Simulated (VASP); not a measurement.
A run of VASP 6.6.1:

INCAR

```
PREC = Accurate ; ENCUT = 600
EDIFF = 1E-6 ; ISMEAR = -1
SIGMA = 0.05 ; LREAL = F
LASPH = T ; NELM = 80
ALGO = Normal ; ISIF = 3
LWAVE = F ; LCHARG = F
GGA = PE ; IVDW = 12
IBRION = 2 ; NSW = 60
EDIFFG = -0.01
```

Contents of KPOINTS:

```
Automatic mesh
0
Gamma
  7 7 4
```

POSCAR

```
CdSe
1.0
    4.3000000000      0.0000000000      0.0000000000
   -2.1500000000      3.7239092363      0.0000000000
    0.0000000000      0.0000000000      7.0200000000
Cd Se
2 2
Direct
    0.6666666667      0.3333333333      0.5000000000
    0.3333333333      0.6666666667      0.0000000000
    0.6666666667      0.3333333333      0.8850000000
    0.3333333333      0.6666666667      0.3850000000
```

Potentials or basis: VASP PAW PBE potentials, release 64 (Cd, Se).

Launch:

```console
$ cat potpaw_PBE.64/Cd/POTCAR potpaw_PBE.64/Se/POTCAR > POTCAR
$ mpirun -np 1 vasp_std > vasp.out
```

Hardware: 1 thread of Intel(R) Xeon(R) 6975P-C (Granite Rapids), on a shared host.

Q: How long does it take, and how much memory?

A: Run time: 2 min on 1 thread of Intel(R) Xeon(R) 6975P-C (Granite Rapids), on a shared host, peak memory 0.31 GiB. Counts: scf iterations 56, k points 24, ion steps 7.
